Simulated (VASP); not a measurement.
Runs of VASP 6.6.1 on Y3Zr2F. The structure is that of space group P6/mmm (No. 191), or close to it. The cells are those of the table. 

```csv
task,cell,k mesh,cutoff (eV),gap on the mesh (eV),pressure (GPa)
relaxation of cell and atoms,"relaxed from a = 5.561, b = 5.561, c = 4.061 Å, angles 90.0, 90.0, 120.0°, 6 atoms",6 × 6 × 4,600,none,0.0
single point,"a = 6.863, b = 6.863, c = 4.794 Å, angles 90.0, 90.0, 120.0°, 6 atoms",6 × 6 × 8,520,none,-0.1
single point,"a = 6.895, b = 6.895, c = 4.747 Å, angles 90.0, 90.0, 120.0°, 6 atoms",6 × 6 × 4,520,none,0.0
single point,"a = 5.561, b = 5.561, c = 4.061 Å, angles 90.0, 90.0, 120.0°, 6 atoms",6 × 6 × 4,520,none,(a)
```

Alike in all rows: level PBE; potentials or basis VASP PAW PBE potentials, release 64 (Y_sv, Zr_sv, F); no spin polarisation; smearing gaussian 0.1 eV.

Problem. Estimate the missing entries.

Solution. (a) 42.4.

Caveats: some runs use coarse meshes.

A k mesh can miss the band edges, and the runs leave out spin-orbit coupling on Y, Zr.

A gap of «none» marks levels without a gap at the run's occupations.
